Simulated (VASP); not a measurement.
# Mo (I4/mmm) in VASP: further runs

Mo is run at these levels: PBE; tasks: single point.

All numbers are computed with VASP 6.6.1; they aren't measurements. Logs are shortened: lines on timing, memory, paths and dates and some standing lists are left out, and cuts for length are marked.

## (1) The cell of the first run

Symmetry: I4/mmm, No. 139, tetragonal system. The conventional cell has a = 3.078 Å, b = 3.078 Å, c = 4.030 Å, α = 90.00°, β = 90.00°, γ = 90.00°. Within 3.9 Å of Mo (site symmetry 4/mmm) lie 12 Mo at 2.97 to 3.08 Å.

## (2) Single point, PBE (strain +0.080 along x and y, +0.000 along z)

INCAR

```
ALGO = Fast
EDIFF = 1E-6
ENCUT = 520
GGA = PE
ISIF = 2
ISMEAR = 0
LASPH = T
LCHARG = T
LELF = T
LREAL = F
LVHAR = T
LWAVE = F
NBANDS = 13
NELM = 80
PREC = Accurate
SIGMA = 0.15
```

KPOINTS

```
k-points
0
Gamma
  20 20 20
```

POSCAR

```
Mo
1.0
    0.0000000000      2.1762000000      2.0150000000
    2.1762000000      0.0000000000      2.0150000000
    2.1762000000      2.1762000000      0.0000000000
Mo
1
Direct
    0.0000000000      0.0000000000      0.0000000000
```

Potentials or basis: VASP PAW PBE potentials, release 64 (Mo_sv).

Run with:

```bash
> cat potpaw_PBE.64/Mo_sv/POTCAR > POTCAR
> mpirun -np 1 vasp_std > vasp.out
```

OUTCAR:

```text
EDIFF = 1E-6
   ENCUT = 520
   GGA = PE
   ISIF = 2
   ISMEAR = 0
   LASPH = T
   LREAL = F
   NELM = 80
   PREC = Accurate

 ion  position               nearest neighbor table
   1  0.000  0.000  0.000-

  LATTYP: Found a body centered tetragonal cell.
 ALAT       =     3.0776115544
 C/A-ratio  =     1.3094570022

  Lattice vectors:

 A1 = (   0.0000000000,  -2.1762000000,  -2.0150000000)
 A2 = (   0.0000000000,   2.1762000000,  -2.0150000000)
 A3 = (   2.1762000000,   0.0000000000,   2.0150000000)

Analysis of symmetry for initial positions (statically):
=====================================================================
 Subroutine PRICEL returns:
 Original cell was already a primitive cell.

 Routine SETGRP: Setting up the symmetry group for a
 body centered tetragonal supercell.

 Subroutine GETGRP returns: Found 16 space group operations
 (whereof 16 operations were pure point group operations)
 out of a pool of 16 trial point group operations.

The static configuration has the point symmetry D_4h.

Analysis of symmetry for dynamics (positions and initial velocities):
=====================================================================
 Subroutine PRICEL returns:
 Original cell was already a primitive cell.

 Routine SETGRP: Setting up the symmetry group for a
 body centered tetragonal supercell.

 Subroutine GETGRP returns: Found 16 space group operations
 (whereof 16 operations were pure point group operations)
 out of a pool of 16 trial point group operations.

The dynamic configuration has the point symmetry D_4h.

 Subroutine INISYM returns: Found 16 space group operations
 (whereof 16 operations are pure point group operations),
 and found     1 'primitive' translations

----------------------------------------------------------------------------------------

                                     Primitive cell

  volume of cell :      19.0855

  direct lattice vectors                    reciprocal lattice vectors
     0.000000000  2.176200000  2.015000000    -0.229758294  0.229758294  0.248138958
     2.176200000  0.000000000  2.015000000     0.229758294 -0.229758294  0.248138958
     2.176200000  2.176200000  0.000000000     0.229758294  0.229758294 -0.248138958

  length of vectors
     2.965817162  2.965817162  3.077611554     0.408840666  0.408840666  0.408840666

  position of ions in fractional coordinates (direct lattice)
     0.000000000  0.000000000  0.000000000

  ion indices of the primitive-cell ions
   primitive index   ion index
                 1           1

----------------------------------------------------------------------------------------

 KPOINTS: k-points

Automatic generation of k-mesh.
 Grid dimensions read from file:
 generate k-points for:   20   20   20

 Generating k-lattice:

  Cartesian coordinates                     Fractional coordinates (reciprocal lattice)
    -0.011487915  0.011487915  0.012406948     0.050000000  0.000000000  0.000000000
     0.011487915 -0.011487915  0.012406948     0.000000000  0.050000000  0.000000000
     0.011487915  0.011487915 -0.012406948     0.000000000  0.000000000  0.050000000

  Length of vectors
     0.020442033  0.020442033  0.020442033

  Shift w.r.t. Gamma in fractional coordinates (k-lattice)
     0.000000000  0.000000000  0.000000000

 Subroutine IBZKPT returns following result:
 ===========================================

 Found    641 irreducible k-points:

 Following reciprocal coordinates:
            Coordinates               Weight
  0.000000  0.000000  0.000000      1.000000
  0.050000  0.000000  0.000000      8.000000
  0.100000  0.000000  0.000000      8.000000
  0.150000  0.000000  0.000000      8.000000
  0.200000  0.000000  0.000000      8.000000
  0.250000  0.000000  0.000000      8.000000
[... 16 lines left out ...]
 -0.400000  0.050000  0.000000      8.000000
 -0.350000  0.050000  0.000000      8.000000
 [... further k-points ...]
   k-points           NKPTS =    641   k-points in BZ     NKDIM =    641   number of bands    NBANDS=     13
   number of dos      NEDOS =    301   number of ions     NIONS =      1
   total plane-waves  NPLWV =  13824
   dimension x,y,z NGX =    24 NGY =   24 NGZ =   24
   dimension x,y,z NGXF=    48 NGYF=   48 NGZF=   48
   ions per type =               1
   NGX,Y,Z   is equivalent  to a cutoff of  13.45, 13.45, 12.96 a.u.
   NGXF,Y,Z  is equivalent  to a cutoff of  26.91, 26.91, 25.93 a.u.
 SYSTEM =  unknown system
   PREC   = accura    normal or accurate (medium, high low for compatibility)
   ISTART =      0    job   : 0-new  1-cont  2-samecut
   ICHARG =      2    charge: 1-file 2-atom 10-const
   ISPIN  =      1    spin polarized calculation?
   LNONCOLLINEAR =      F non collinear calculations
   LSORBIT =      F    spin-orbit coupling
   LASPH  =      T    aspherical Exc in radial PAW
   ENCUT  =  520.0 eV  38.22 Ry    6.18 a.u.   5.51  5.51  5.72*2*pi/ulx,y,z
   NELM   =     80;   NELMIN=  2; NELMDL= -5     # of ELM steps
   EDIFF  = 0.1E-05   stopping-criterion for ELM
   LREAL  =      F    real-space projection
   EDIFFG = 0.1E-04   stopping-criterion for IOM
   NSW    =      0    number of steps for IOM
   IBRION =     -1    ionic relax: 0-MD 1-quasi-New 2-CG
   NFREE  =      0    steps in history (QN), initial steepest desc. (CG)
   ISIF   =      2    stress and relaxation
   ISYM   =      2    0-nonsym 1-usesym 2-fastsym
   POTIM  = 0.5000    time-step for ionic-motion
   TEBEG  =    0.0;   TEEND  =   0.0 temperature during run
   PSTRESS=    0.0 pullay stress
   NELECT =      14.0000    total number of electrons
   NUPDOWN=      -1.0000    fix difference up-down
   EMIN   =  10.00;   EMAX   =-10.00  energy-range for DOS
   EFERMI =   0.00;   METHOD = LEGACY
   ISMEAR =     0;   SIGMA  =   0.15  broadening in eV -4-tet -1-fermi 0-gaus
   EFERMI_NEDOS =   21; number of points for ismear=-14 and -15
   IALGO  =     68    algorithm
   IMIX   =      4    mixing-type and parameters
     AMIX     =   0.40;   BMIX     =  1.00
     AMIX_MAG =   1.60;   BMIX_MAG =  1.00
  volume/ion in A,a.u.               =      19.09       128.80
  Fermi-wavevector in a.u.,A,eV,Ry     =   1.476443  2.790072 29.659113  2.179883
  Thomas-Fermi vector in A             =   2.590969
   LORBIT       =      0    0 simple, 1 ext, 2 COOP (PROOUT), +10 PAW based schemes
   GGA     = PE    functional components
   LHFCALC =     F    Hartree Fock is set to
   AEXX    =    0.0000 exact exchange contribution
   IVDW    =     0    specifies the selected vdW correction
   LEPSILON=     F    determine dielectric tensor
   LRPA    =     F    only Hartree local field effects (RPA)
 non-spin polarized calculation
 RMM-DIIS sequential band-by-band and
 Gauss-broadening in eV      SIGMA  =   0.15
  energy-cutoff  :      520.00
  volume of cell :       19.09
 maximum number of plane-waves:       528
 NGX is ok and might be reduce to    24
   NGX = 11   NGY = 11   NGZ = 11

 number of electron      14.0000002 magnetization

 Free energy of the ion-electron system (eV)
  ---------------------------------------------------
  ext. energy  EPLUGINS =         0.00000000
  ---------------------------------------------------
  free energy    TOTEN  =       -10.24490946 eV

  energy without entropy =      -10.22698389  energy(sigma->0) =      -10.23594668

 E-fermi :   9.3892     XC(G=0): -12.2863

 val. band max:        9.3864191841   @ k =   0.2500   0.1500   0.1000
 cond. band min:       9.3938898695   @ k =  -0.2500   0.2000   0.0500
 fundamental gap:      0.0074706854
 Fermi energy:         9.3892414972

 k-point     1 :       0.0000    0.0000    0.0000
  band No.  band energies     occupation
      1     -51.5875      2.00000
      2     -25.2144      2.00000
      3     -25.2144      2.00000
      4     -25.1848      2.00000
      5       3.1449      2.00000
      6       8.5571      2.00000
      7       8.5571      2.00000
      8       9.2769      1.71058
      9      10.3269      0.00000
     10      11.2351      0.00000
     11      22.2942      0.00000
     12      25.9921      0.00000
     13      25.9921      0.00000

 k-point     2 :       0.0500    0.0000    0.0000
  band No.  band energies     occupation
      1     -51.5849      2.00000
      2     -25.2282      2.00000
      3     -25.2178      2.00000
      4     -25.1910      2.00000
      5       3.2301      2.00000
      6       8.5420      2.00000
      7       8.5930      2.00000
      8       9.2740      1.72295
      9      10.3113      0.00000
     10      11.2004      0.00000
     11      22.4444      0.00000
     12      25.8132      0.00000
     13      26.1317      0.00000

 k-point     3 :       0.1000    0.0000    0.0000
  band No.  band energies     occupation
      1     -51.5773      2.00000
      2     -25.2778      2.00000
      3     -25.2277      2.00000
      4     -25.1994      2.00000
      5       3.4785      2.00000
      6       8.4773      2.00000
      7       8.6843      2.00000
      8       9.2933      1.63452
      9      10.2854      0.00000
     10      11.1110      0.00000
     11      22.8609      0.00000
     12      25.1762      0.00000
     13      26.5412      0.00000
[... 305 lines left out ...]
 k-point    23 :      -0.4000    0.0500    0.0000
  band No.  band energies     occupation
      1     -51.4864      2.00000
      2     -25.8760      2.00000
      3     -25.3414      2.00000
      4     -25.2701      2.00000
      5       5.5470      2.00000
      6       8.3726      2.00000
      7       8.9771      1.99990
      8       9.7014      0.00325
      9      12.1220      0.00000
     10      12.2881      0.00000
     11      18.9416      0.00000
     12      22.2783      0.00000
     13      27.1912      0.00000

 k-point    24 :      -0.3500    0.0500    0.0000
  band No.  band energies     occupation
      1     -51.4974      2.00000
      2     -25.8048      2.00000
      3     -25.3253      2.00000
      4     -25.2667      2.00000
      5       5.5112      2.00000
      6       8.4781      2.00000
      7       8.9042      2.00000
      8       9.2534      1.79964
      9      11.6489      0.00000
     10      12.0247      0.00000
     11      19.9630      0.00000
     12      22.7906      0.00000
     13      27.8309      0.00000

 [... further k-points ...]

------------------------ aborting loop because EDIFF is reached ----------------------------------------

  FORCE on cell =-STRESS in cart. coord.  units (eV):
  Direction    XX          YY          ZZ          XY          YZ          ZX
  --------------------------------------------------------------------------------------
  -------------------------------------------------------------------------------------
  Total       -2.9667465     -2.9667465     -4.3737097      0.0000000     -0.0000000      0.0000000
  in kB     -249.0510404   -249.0510404   -367.1621269      0.0000000     -0.0000000      0.0000000
  external PRESSURE =    -288.4214026 kB  Pullay stress =       0.0000000 kB

 VOLUME and BASIS-vectors are now :
 -----------------------------------------------------------------------------
  energy-cutoff  :      520.00
  volume of cell :       19.09
      direct lattice vectors                 reciprocal lattice vectors
     0.000000000  2.176200000  2.015000000    -0.229758294  0.229758294  0.248138958
     2.176200000  0.000000000  2.015000000     0.229758294 -0.229758294  0.248138958
     2.176200000  2.176200000  0.000000000     0.229758294  0.229758294 -0.248138958

 POSITION                                       TOTAL-FORCE (eV/Angst)
 -----------------------------------------------------------------------------------
      0.00000      0.00000      0.00000         0.000000      0.000000      0.000000
 -----------------------------------------------------------------------------------
    total drift:                               -0.000000      0.000000      0.000000

  FREE ENERGIE OF THE ION-ELECTRON SYSTEM (eV)
  ---------------------------------------------------
  free  energy   TOTEN  =       -10.2449094643 eV

  energy  without entropy=      -10.2269838871  energy(sigma->0) =      -10.23594668
```

Wall time 39 s (1 thread of Intel Xeon 6975P-C (Granite Rapids), shared host); peak memory 0.26 GiB.

What came out:

```
Free energy            : -10.2449 eV
Pressure               : -28.8 GPa
Band gap on the k mesh : zero (band 7 reaches 12.34 eV, above the bottom of band 8 at 8.82 eV)
```

Levels at points of the mesh, in eV from the Fermi level:
| k point | band 5 | band 6 | band 7 | band 8 | band 9 | band 10 |
| --- | --- | --- | --- | --- | --- | --- |
| (0.00, 0.00, 0.00) | -6.24 | -0.83 | -0.83 | -0.11 | 0.94 | 1.85 |
| (0.50, 0.00, 0.00) | -3.92 | -1.15 | -0.30 | 1.02 | 2.77 | 3.23 |
| (0.50, 0.50, 0.00) | -3.99 | -3.52 | 2.95 | 3.47 | 3.47 | 4.01 |
| (0.50, 0.00, 0.50) | -4.01 | -3.36 | 2.64 | 2.91 | 3.08 | 3.72 |

Caveat: the cell differs from its parent crystal (strain +0.080 along x and y, +0.000 along z).

## (3) Single point, PBE (strain -0.080 along x and y, +0.040 along z)

INCAR

```
PREC = Accurate
ENCUT = 520
EDIFF = 1E-6
ISMEAR = 0
SIGMA = 0.15
LREAL = False
LASPH = True
NELM = 80
ALGO = Fast
ISIF = 2
LWAVE = False
LCHARG = False
GGA = PE
NBANDS = 13
```

KPOINTS

```
regular mesh
0
Gamma
  20 20 20
```

POSCAR

```
Mo
1.0
    0.0000000000      1.8538000000      2.0956000000
    1.8538000000      0.0000000000      2.0956000000
    1.8538000000      1.8538000000      0.0000000000
Mo
1
Direct
    0.0000000000      0.0000000000      0.0000000000
```

Potentials or basis: VASP PAW PBE potentials, release 64 (Mo_sv).

Run with:

```bash
> cat potpaw_PBE.64/Mo_sv/POTCAR > POTCAR
> mpirun -np 1 vasp_std > vasp.out
```

Run time: 75 s. Hardware: 1 thread of AMD EPYC 9R45 (Zen 5), shared host; peak memory 0.19 GiB.

It converged, with:

```
Free energy            : -10.4142 eV
Pressure               : 33.6 GPa
Band gap on the k mesh : zero (band 7 reaches 17.74 eV, above the bottom of band 8 at 12.98 eV)
```

Stress tensor (GPa, compression positive):
```
30.91  0.00  0.00
 0.00 30.91  0.00
 0.00  0.00 38.91
```

Levels at points of the mesh, in eV from the Fermi level:
| k point | band 5 | band 6 | band 7 | band 8 | band 9 | band 10 |
| --- | --- | --- | --- | --- | --- | --- |
| (0.00, 0.00, 0.00) | -7.24 | -2.21 | -0.44 | -0.44 | 0.57 | 3.14 |
| (0.50, 0.00, 0.00) | -5.41 | -2.15 | -0.42 | 1.80 | 3.96 | 4.75 |
| (0.50, 0.50, 0.00) | -5.78 | -5.05 | 2.85 | 4.59 | 4.94 | 4.94 |
| (0.50, 0.00, 0.50) | -6.02 | -5.19 | 4.01 | 4.02 | 5.40 | 6.08 |

Caveat: the cell differs from its parent crystal (strain -0.080 along x and y, +0.040 along z).

(Continued in part 2 of 2.)
